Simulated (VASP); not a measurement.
A run of VASP 6.6.1 is set up as follows.

Contents of INCAR:

```
PREC = Accurate ; ENCUT = 520
EDIFF = 1E-7 ; ISMEAR = -1
SIGMA = 0.02 ; LREAL = Auto
LASPH = T ; NELM = 60
ALGO = Normal ; ISIF = 2
LWAVE = F ; LCHARG = T
GGA = CA ; LELF = T
LVHAR = T ; NBANDS = 84
```

File KPOINTS:

```
regular mesh
0
Gamma
  1 1 1
```

File POSCAR:

```
H2C3O
1.0
    9.1577140000      0.0000000000      0.0000000000
    0.0000000000      9.1577140000      0.0000000000
    0.0000000000      0.0000000000      9.1577140000
C H O
18 12 6
Direct
    0.9397650986      0.1709706156      0.2101397794
    0.9369041226      0.1558904329      0.0783055684
    0.6762386334      0.9092553011      0.1798483770
    0.5493073927      0.9205354087      0.2171175033
    0.8877106230      0.9437835687      0.4951017252
    0.8370101971      1.0128728632      0.5942967863
    0.1844128349      0.0499797220      0.7807843748
    0.2928569291      0.0540309514      0.8538375407
    0.9865453322      0.3334238217      0.7311868442
    0.8874267093      0.4057890430      0.6848761601
    1.0125125113      0.6338372218      0.3943888180
    0.9566252014      0.5729923428      0.2893516875
    0.3634203907      0.4375764519      0.7934185322
    0.3053491297      0.1911394044      0.2534366109
    0.7742325213      0.5422532304      0.9709628407
    0.6521496522      0.1675418123      0.8989470516
    0.0372145276      0.7215446999      0.7517269048
    0.5663858906      0.7996646325      0.6283882637
    0.9489595329      0.1379492742     -0.0379570709
    0.9263665583      0.1902330647      0.3246552579
    0.4444777376      0.9654046851      0.2659506510
    0.7977209159      0.9091897825      0.1480609681
    0.7843551349      1.0817874417      0.6801588257
    0.9438927663      0.8705010879      0.4154530268
    0.3897588416      0.0536924390      0.9210923163
    0.0916495099      0.0386013365      0.7122410680
    0.7814395601      0.4398150019      0.6590400181
    1.0915824626      0.2886965022      0.7615546849
    0.9667696545      0.5454090399      0.1778609815
    1.0201126613      0.6702655270      0.5041214434
    0.3274070363      0.5099089139      0.8825564983
    0.2798624198      0.3067250189      0.2888493788
    0.6627308955      0.5639835444      0.9187008898
    0.5722934785      0.2254383572      0.9750905084
    0.0393657194      0.7070978631      0.8781012379
    0.4870211059      0.8770747809      0.5728940650
```

Potentials or basis: VASP PAW LDA potentials, release 64 (C, H, O).

Command:

```console
$ cat potpaw_LDA.64/C/POTCAR potpaw_LDA.64/H/POTCAR potpaw_LDA.64/O/POTCAR > POTCAR
$ mpirun -np 1 vasp_gam > vasp.out
```

(1) What does it give for the band gap on the k mesh?

(2) Estimate the pressure.

Results:

(1) 4.02 eV.

(2) -0.5 GPa.

Caveat: the k points lie up to 0.69 Å⁻¹ apart.
